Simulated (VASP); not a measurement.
# MnO (Fm-3m) in VASP: notebook

MnO is run at these levels: PBE+U; tasks: single point.

All numbers are computed with VASP 6.6.1; they aren't measurements. Logs are shortened: lines on timing, memory, paths and dates and some standing lists are left out, and cuts for length are marked.

### 1 The cell of the first run

The structure is cubic, space group Fm-3m (No. 225). The conventional cell has a = 4.444 Å, b = 4.444 Å, c = 4.444 Å, α = 90.00°, β = 90.00°, γ = 90.00°. Within 2.9 Å of Mn (site symmetry m-3m) lie 6 O at 2.22 Å. O (site symmetry m-3m) has 6 Mn at 2.22 Å within 2.9 Å.

### 2 Single point, PBE+U, collinear spin, ferromagnetic start

The input, INCAR:

```
ALGO = Normal ; EDIFF = 1E-6
ENCUT = 520 ; GGA = PE
ISIF = 2 ; ISMEAR = -1
ISPIN = 2 ; LASPH = True
LCHARG = False ; LDAU = True
LDAUJ = 0 0 ; LDAUL = 2 -1
LDAUPRINT = 1 ; LDAUTYPE = 2
LDAUU = 6 0 ; LMAXMIX = 4
LORBIT = 11 ; LREAL = False
LWAVE = False ; MAGMOM = 4 0
NBANDS = 20 ; NELM = 150
PREC = Accurate ; SIGMA = 0.05
```

The input, KPOINTS:

```
k-points
0
Gamma
  10 10 10
```

The input, POSCAR:

```
MnO
1.0
    0.0000000000      2.2220003300      2.2220003300
    2.2220003300      0.0000000000      2.2220003300
    2.2220003300      2.2220003300      0.0000000000
Mn O
1 1
Direct
    0.0000000000      0.0000000000      0.0000000000
    0.5000000000      0.5000000000      0.5000000000
```

Potentials or basis: VASP PAW PBE potentials, release 64 (Mn_pv, O).

Started as:

```console
cat potpaw_PBE.64/Mn_pv/POTCAR potpaw_PBE.64/O/POTCAR > POTCAR
mpirun -np 1 vasp_std > vasp.out
```

OUTCAR:

```text
EDIFF = 1E-6
   ENCUT = 520
   GGA = PE
   ISIF = 2
   ISMEAR = -1
   ISPIN = 2
   LASPH = True
   LORBIT = 11
   LREAL = False
   NELM = 150
   PREC = Accurate

 ion  position               nearest neighbor table
   1  0.000  0.000  0.000-   2 2.22   2 2.22   2 2.22   2 2.22   2 2.22   2 2.22
   2  0.500  0.500  0.500-   1 2.22   1 2.22   1 2.22   1 2.22   1 2.22   1 2.22

  LATTYP: Found a face centered cubic cell.
 ALAT       =     4.4440006600

  Lattice vectors:

 A1 = (   0.0000000000,   2.2220003300,   2.2220003300)
 A2 = (   2.2220003300,   0.0000000000,   2.2220003300)
 A3 = (   2.2220003300,   2.2220003300,   0.0000000000)

Analysis of symmetry for initial positions (statically):
=====================================================================
 Subroutine PRICEL returns:
 Original cell was already a primitive cell.

 Routine SETGRP: Setting up the symmetry group for a
 face centered cubic supercell.

 Subroutine GETGRP returns: Found 48 space group operations
 (whereof 48 operations were pure point group operations)
 out of a pool of 48 trial point group operations.

The static configuration has the point symmetry O_h .

Analysis of symmetry for dynamics (positions and initial velocities):
=====================================================================
 Subroutine PRICEL returns:
 Original cell was already a primitive cell.

 Routine SETGRP: Setting up the symmetry group for a
 face centered cubic supercell.

 Subroutine GETGRP returns: Found 48 space group operations
 (whereof 48 operations were pure point group operations)
 out of a pool of 48 trial point group operations.

The dynamic configuration has the point symmetry O_h .

Analysis of structural, dynamic, and magnetic symmetry:
=====================================================================
 Subroutine PRICEL returns:
 Original cell was already a primitive cell.

 Routine SETGRP: Setting up the symmetry group for a
 face centered cubic supercell.

 Subroutine GETGRP returns: Found 48 space group operations
 (whereof 48 operations were pure point group operations)
 out of a pool of 48 trial point group operations.

The overall configuration has the point symmetry O_h .

 Subroutine INISYM returns: Found 48 space group operations
 (whereof 48 operations are pure point group operations),
 and found     1 'primitive' translations

----------------------------------------------------------------------------------------

                                     Primitive cell

  volume of cell :      21.9413

  direct lattice vectors                    reciprocal lattice vectors
     0.000000000  2.222000330  2.222000330    -0.225022469  0.225022469  0.225022469
     2.222000330  0.000000000  2.222000330     0.225022469 -0.225022469  0.225022469
     2.222000330  2.222000330  0.000000000     0.225022469  0.225022469 -0.225022469

  length of vectors
     3.142383002  3.142383002  3.142383002     0.389750349  0.389750349  0.389750349

  position of ions in fractional coordinates (direct lattice)
     0.000000000  0.000000000  0.000000000
     0.500000000  0.500000000  0.500000000

  ion indices of the primitive-cell ions
   primitive index   ion index
                 1           1
                 2           2

[... 60 lines left out ...]
   NGXF,Y,Z  is equivalent  to a cutoff of  25.39, 25.39, 25.39 a.u.
 SYSTEM =  unknown system
   PREC   = accura    normal or accurate (medium, high low for compatibility)
   ISTART =      0    job   : 0-new  1-cont  2-samecut
   ICHARG =      2    charge: 1-file 2-atom 10-const
   ISPIN  =      2    spin polarized calculation?
   LNONCOLLINEAR =      F non collinear calculations
   LSORBIT =      F    spin-orbit coupling
   LASPH  =      T    aspherical Exc in radial PAW
   ENCUT  =  520.0 eV  38.22 Ry    6.18 a.u.   5.84  5.84  5.84*2*pi/ulx,y,z
   NELM   =    150;   NELMIN=  2; NELMDL= -5     # of ELM steps
   EDIFF  = 0.1E-05   stopping-criterion for ELM
   LREAL  =      F    real-space projection
   EDIFFG = 0.1E-04   stopping-criterion for IOM
   NSW    =      0    number of steps for IOM
   IBRION =     -1    ionic relax: 0-MD 1-quasi-New 2-CG
   NFREE  =      0    steps in history (QN), initial steepest desc. (CG)
   ISIF   =      2    stress and relaxation
   ISYM   =      2    0-nonsym 1-usesym 2-fastsym
   POTIM  = 0.5000    time-step for ionic-motion
   TEBEG  =    0.0;   TEEND  =   0.0 temperature during run
   PSTRESS=    0.0 pullay stress
   NELECT =      19.0000    total number of electrons
   NUPDOWN=      -1.0000    fix difference up-down
   EMIN   =  10.00;   EMAX   =-10.00  energy-range for DOS
   EFERMI =   0.00;   METHOD = LEGACY
   ISMEAR =    -1;   SIGMA  =   0.05  broadening in eV -4-tet -1-fermi 0-gaus
   EFERMI_NEDOS =   21; number of points for ismear=-14 and -15
   IALGO  =     38    algorithm
   IMIX   =      4    mixing-type and parameters
     AMIX     =   0.40;   BMIX     =  1.00
     AMIX_MAG =   1.60;   BMIX_MAG =  1.00
  volume/ion in A,a.u.               =      10.97        74.03
  Fermi-wavevector in a.u.,A,eV,Ry     =   1.560409  2.948746 33.128523  2.434878
  Thomas-Fermi vector in A             =   2.663626
   LORBIT       =     11    0 simple, 1 ext, 2 COOP (PROOUT), +10 PAW based schemes
 LDA+U is selected, type is set to LDAUTYPE =  2
   angular momentum for each species LDAUL =     2   -1
   U (eV)           for each species LDAUU =   6.0  0.0
   J (eV)           for each species LDAUJ =   0.0  0.0
   GGA     = PE    functional components
   LHFCALC =     F    Hartree Fock is set to
   AEXX    =    0.0000 exact exchange contribution
   IVDW    =     0    specifies the selected vdW correction
   LEPSILON=     F    determine dielectric tensor
   LRPA    =     F    only Hartree local field effects (RPA)
 spin polarized calculation
  energy-cutoff  :      520.00
  volume of cell :       21.94
 maximum number of plane-waves:       609
   NGX = 11   NGY = 11   NGZ = 11

atom =   1  type =  1  l = 2

 onsite density matrix

spin component  1

  0.9464 -0.0000  0.0000  0.0000  0.0000
 -0.0000  0.9464  0.0000  0.0000 -0.0000
  0.0000  0.0000  0.9826  0.0000  0.0000
  0.0000  0.0000  0.0000  0.9464 -0.0000
  0.0000 -0.0000  0.0000 -0.0000  0.9826

spin component  2

  0.0162  0.0000 -0.0000 -0.0000 -0.0000
  0.0000  0.0162 -0.0000 -0.0000 -0.0000
 -0.0000 -0.0000  0.0633 -0.0000 -0.0000
 -0.0000 -0.0000 -0.0000  0.0162  0.0000
 -0.0000 -0.0000 -0.0000  0.0000  0.0633

 occupancies and eigenvectors

  o =  0.0162  v =  0.0000  0.0000  0.0000  0.0000  0.0000  0.0033 -0.0013  0.0000  1.0000  0.0000      0.0000  0.0000  0.0000  0.0000  0.0000  0.0000  0.0000  0.0000  0.0000  0.0000
  o =  0.0162  v =  0.0000  0.0000  0.0000  0.0000  0.0000  0.9994 -0.0353  0.0000 -0.0033  0.0000      0.0000  0.0000  0.0000  0.0000  0.0000  0.0000  0.0000  0.0000  0.0000  0.0000
  o =  0.0162  v =  0.0000  0.0000  0.0000  0.0000  0.0000  0.0353  0.9994  0.0000  0.0011  0.0000      0.0000  0.0000  0.0000  0.0000  0.0000  0.0000  0.0000  0.0000  0.0000  0.0000
  o =  0.0633  v =  0.0000  0.0000  0.0000  0.0000  0.0000  0.0000 -0.0000 -1.0000  0.0000 -0.0037      0.0000  0.0000  0.0000  0.0000  0.0000  0.0000  0.0000  0.0000  0.0000  0.0000
  o =  0.0633  v =  0.0000  0.0000  0.0000  0.0000  0.0000 -0.0000 -0.0000 -0.0037 -0.0000  1.0000      0.0000  0.0000  0.0000  0.0000  0.0000  0.0000  0.0000  0.0000  0.0000  0.0000
  o =  0.9464  v =  0.0000  0.9990 -0.0000 -0.0456  0.0000  0.0000  0.0000  0.0000  0.0000  0.0000      0.0000  0.0000  0.0000  0.0000  0.0000  0.0000  0.0000  0.0000  0.0000  0.0000
  o =  0.9464  v =  0.0000  0.0456 -0.0000  0.9990  0.0000  0.0000  0.0000  0.0000  0.0000  0.0000      0.0000  0.0000  0.0000  0.0000  0.0000  0.0000  0.0000  0.0000  0.0000  0.0000
  o =  0.9464  v =  1.0000  0.0000  0.0000  0.0000  0.0000  0.0000  0.0000  0.0000  0.0000  0.0000      0.0000  0.0000  0.0000  0.0000  0.0000  0.0000  0.0000  0.0000  0.0000  0.0000
  o =  0.9826  v =  0.0000 -0.0000 -0.0036 -0.0000  1.0000  0.0000  0.0000  0.0000  0.0000  0.0000      0.0000  0.0000  0.0000  0.0000  0.0000  0.0000  0.0000  0.0000  0.0000  0.0000
  o =  0.9826  v =  0.0000 -0.0000 -1.0000 -0.0000 -0.0036  0.0000  0.0000  0.0000  0.0000  0.0000      0.0000  0.0000  0.0000  0.0000  0.0000  0.0000  0.0000  0.0000  0.0000  0.0000

 number of electron      18.9999992 magnetization       5.0004556

 Free energy of the ion-electron system (eV)
  ---------------------------------------------------
  ext. energy  EPLUGINS =         0.00000000
  ---------------------------------------------------
  free energy    TOTEN  =       -15.06139092 eV

  energy without entropy =      -15.06138413  energy(sigma->0) =      -15.06138752

 E-fermi :   6.9419     XC(G=0): -11.7932

 val. band max:        6.5483984272   @ k =   0.5000   0.0000   0.0000
 cond. band min:       7.1785133611   @ k =   0.0000   0.0000   0.0000
 fundamental gap:      0.6301149339
 Fermi energy:         6.9419220875

 spin component 1

 k-point     1 :       0.0000    0.0000    0.0000
  band No.  band energies     occupation
      1     -42.8283      1.00000
      2     -42.8283      1.00000
      3     -42.8283      1.00000
      4     -12.3510      1.00000
      5       1.8575      1.00000
      6       1.8575      1.00000
[... 1097 lines left out ...]
     19      33.8647      0.00000
     20      35.3905      0.00000

 [... further k-points ...]
[... 5 lines left out ...]
  --------------------------------------------------------------------------------------
  -------------------------------------------------------------------------------------
  Total        1.2229485      1.2229485      1.2229485      0.0000000      0.0000000     -0.0000000
  in kB       89.3010182     89.3010182     89.3010182      0.0000000      0.0000000     -0.0000000
  external PRESSURE =      89.3010182 kB  Pullay stress =       0.0000000 kB

 VOLUME and BASIS-vectors are now :
 -----------------------------------------------------------------------------
  energy-cutoff  :      520.00
  volume of cell :       21.94
      direct lattice vectors                 reciprocal lattice vectors
     0.000000000  2.222000330  2.222000330    -0.225022469  0.225022469  0.225022469
     2.222000330  0.000000000  2.222000330     0.225022469 -0.225022469  0.225022469
     2.222000330  2.222000330  0.000000000     0.225022469  0.225022469 -0.225022469

 POSITION                                       TOTAL-FORCE (eV/Angst)
 -----------------------------------------------------------------------------------
      0.00000      0.00000      0.00000         0.000000     -0.000000     -0.000000
      2.22200      2.22200      2.22200        -0.000000      0.000000      0.000000
 -----------------------------------------------------------------------------------
    total drift:                                0.000000     -0.000000     -0.000000

  FREE ENERGIE OF THE ION-ELECTRON SYSTEM (eV)
  ---------------------------------------------------
  free  energy   TOTEN  =       -15.0613909169 eV

  energy  without entropy=      -15.0613841327  energy(sigma->0) =      -15.06138752

 total charge

# of ion       s       p       d       tot
------------------------------------------
    1        0.209   6.186   4.960  11.356
    2        1.554   3.466   0.000   5.020
--------------------------------------------------
tot          1.763   9.653   4.960  16.376

 magnetization (x)

# of ion       s       p       d       tot
------------------------------------------
    1        0.032   0.027   4.620   4.679
    2        0.020   0.099   0.000   0.119
--------------------------------------------------
tot          0.052   0.126   4.620   4.798
```

Wall time 14 s (1 thread of Intel Xeon 6975P-C (Granite Rapids), shared host); peak memory 0.16 GiB.

What came out:

```
Free energy                                           : -15.0614 eV
Pressure                                              : 8.9 GPa
Band gap on the k mesh                                : 0.63 eV (least direct gap 2.72 eV)
Net moment                                            : 5.00 μB per cell
Site moments                                          : Mn +4.68; O +0.12 μB
Valence electrons inside the program's atomic spheres : Mn 11.36; O 5.02
```

Levels at points of the mesh, in eV from the valence-band top:
Spin up:
```
           k point  band 9  band 10  band 11  band 12  band 13  band 14  band 15  band 16
(0.00, 0.00, 0.00)   -4.46    -2.33    -2.33    -2.33     0.63    15.02    16.35    16.35
(0.50, 0.00, 0.00)   -3.93    -2.83     0.00     0.00     4.57     8.89    12.92    12.92
(0.50, 0.50, 0.00)   -3.69    -3.58    -3.42    -3.42     6.01     9.10    10.43    14.82
```
Spin down:
```tsv
k point	band 5	band 6	band 7	band 8	band 9	band 10
(0.00, 0.00, 0.00)	-2.09	-2.09	-2.09	1.97	4.44	4.44
(0.50, 0.00, 0.00)	-6.02	-3.15	-3.15	5.46	5.64	5.93
(0.50, 0.50, 0.00)	-5.22	-3.09	-3.09	2.33	5.69	5.77
```

Eigenvalues of the final occupation matrices:
```tsv
site	spin	trace	eigenvalues
site 1 d	1	4.80	0.95 0.95 0.95 0.98 0.98
site 1 d	2	0.18	0.02 0.02 0.02 0.06 0.06
```

Caveat: the cell stands under pressure; a cell with one magnetic atom can't hold antiferromagnetic order, which such compounds often take. The state reached can hang on the start; a lower one may exist.

### 3 Single point, PBE+U, collinear spin, ferromagnetic start

The input, INCAR:

```
SYSTEM = MnO
PREC = Accurate ; ENCUT = 520
EDIFF = 1E-7 ; ISMEAR = -1
SIGMA = 0.05 ; LREAL = .False.
LASPH = .True. ; NELM = 150
ALGO = Normal ; ISIF = 2
LWAVE = .False. ; LCHARG = .False.
ISPIN = 2 ; MAGMOM = 4 0
LORBIT = 11 ; LMAXMIX = 4
LDAU = .True. ; LDAUTYPE = 2
LDAUL = 2 -1 ; LDAUU = 8 0
LDAUJ = 0 0 ; LDAUPRINT = 1
GGA = PE ; NBANDS = 20
```

The input, KPOINTS:

```
Automatic mesh
0
Gamma
  10 10 10
  0 0 0
```

POSCAR is that of step 2.

Potentials or basis: VASP PAW PBE potentials, release 64 (Mn_pv, O).

Started as:

```console
cat potpaw_PBE.64/Mn_pv/POTCAR potpaw_PBE.64/O/POTCAR > POTCAR
mpirun -np 1 vasp_std > vasp.out
```

It took 16 s on 1 thread of Intel Xeon 6975P-C (Granite Rapids), shared host; peak memory 0.17 GiB.

The run converged. Its results:

- Free energy: -14.7334 eV
- Pressure: 10.0 GPa
- Band gap on the k mesh: 0.97 eV (least direct gap 2.73 eV)
- Net moment: 5.00 μB per cell
- Site moments: Mn +4.73; O +0.09 μB
- Valence electrons inside the program's atomic spheres: Mn 11.36; O 5.03

Levels at points of the mesh, in eV from the valence-band top:
Spin up:
```tsv
k point	band 9	band 10	band 11	band 12	band 13	band 14	band 15	band 16
(0.00, 0.00, 0.00)	-5.11	-1.95	-1.95	-1.95	0.97	15.34	16.28	16.28
(0.50, 0.00, 0.00)	-4.53	-3.10	0.00	0.00	4.90	9.21	13.23	13.23
(0.50, 0.50, 0.00)	-4.29	-4.20	-3.05	-3.05	6.31	9.46	10.39	15.16
```
Spin down:
```
           k point  band 4  band 5  band 6  band 7  band 8  band 9  band 10  band 11
(0.00, 0.00, 0.00)  -18.26   -1.76   -1.76   -1.76    2.29    5.58     5.58     5.58
(0.50, 0.00, 0.00)  -17.28   -5.66   -2.71   -2.71    5.94    6.49     7.17     7.17
(0.50, 0.50, 0.00)  -17.20   -4.91   -2.77   -2.77    3.26    6.73     7.01     7.82
```

Eigenvalues of the final occupation matrices:
| site | spin | trace | eigenvalues |
| --- | --- | --- | --- |
| site 1 d | 1 | 4.83 | 0.95 0.95 0.95 0.99 0.99 |
| site 1 d | 2 | 0.15 | 0.01 0.01 0.01 0.06 0.06 |

Caveat: the cell stands under pressure; a cell with one magnetic atom can't hold antiferromagnetic order, which such compounds often take. A k mesh can miss the band edges.

### 4 Single point, PBE+U, collinear spin, ferromagnetic start

POSCAR is that of step 3.

The input, INCAR.step1:

```
SYSTEM = MnO
PREC = Accurate
ENCUT = 520
EDIFF = 1E-7
ISMEAR = -1
SIGMA = 0.05
LREAL = .FALSE.
LASPH = .TRUE.
NELM = 150
ALGO = Normal
ISIF = 2
LWAVE = .FALSE.
LCHARG = .TRUE.
ISPIN = 2
MAGMOM = 4 0
LMAXMIX = 4
LDAU = .TRUE.
LDAUTYPE = 2
LDAUL = 2 -1
LDAUU = 1 0
LDAUJ = 0 0
LDAUPRINT = 1
GGA = PE
NBANDS = 20
```

The input, KPOINTS.step1:

```
Automatic mesh
0
G
  10 10 10
  0 0 0
```

The input, INCAR.step2:

```
SYSTEM = MnO
PREC = Accurate
ENCUT = 520
EDIFF = 1E-7
ISMEAR = -5
SIGMA = 0.05
LREAL = .FALSE.
LASPH = .TRUE.
NELM = 150
ALGO = Normal
ISIF = 2
LWAVE = .FALSE.
LCHARG = .FALSE.
ISPIN = 2
MAGMOM = 4 0
LORBIT = 11
LMAXMIX = 4
LDAU = .TRUE.
LDAUTYPE = 2
LDAUL = 2 -1
LDAUU = 1 0
LDAUJ = 0 0
LDAUPRINT = 1
GGA = PE
NEDOS = 2001
ICHARG = 11
```

The input, KPOINTS.step2:

```
Automatic mesh
0
G
  15 15 15
  0 0 0
```

Started as:

```console
cat potpaw_PBE.64/Mn_pv/POTCAR potpaw_PBE.64/O/POTCAR > POTCAR
cp INCAR.step1 INCAR
cp KPOINTS.step1 KPOINTS
mpirun -np 1 vasp_std > vasp.out
cp INCAR.step2 INCAR
cp KPOINTS.step2 KPOINTS
mpirun -np 1 vasp_std > vasp.out
```

Wall time 30 s (1 thread of Intel Xeon 6975P-C (Granite Rapids), shared host); peak memory 0.19 GiB.

Results (log left out):

* Net moment: 4.95 μB per cell
* Site moments: Mn +4.51; O +0.21 μB
* Valence electrons inside the program's atomic spheres: Mn 11.35; O 5.00

Levels at points of the mesh, in eV from the Fermi level:
Spin up:
| k point | band 8 | band 9 | band 10 | band 11 | band 12 | band 13 | band 14 | band 15 |
| --- | --- | --- | --- | --- | --- | --- | --- | --- |
| (0.00, 0.00, 0.00) | -3.52 | -3.52 | -3.52 | -3.04 | -3.04 | -0.39 | 14.05 | 16.28 |
Spin down:
```csv
k point,band 4,band 5,band 6,band 7,band 8,band 9,band 10,band 11
"(0.00, 0.00, 0.00)",-19.61,-3.12,-3.12,-3.12,1.00,1.37,1.37,1.37
```

Eigenvalues of the final occupation matrices:
| site | spin | trace | eigenvalues |
| --- | --- | --- | --- |
| site 1 d | 1 | 4.71 | 0.93 0.93 0.93 0.96 0.96 |
| site 1 d | 2 | 0.27 | 0.03 0.03 0.03 0.09 0.09 |

Caveat: a cell with one magnetic atom can't hold antiferromagnetic order, which such compounds often take; tetrahedron occupations give inexact forces and stress in metals.

(Part 1 of 2 ends here.)
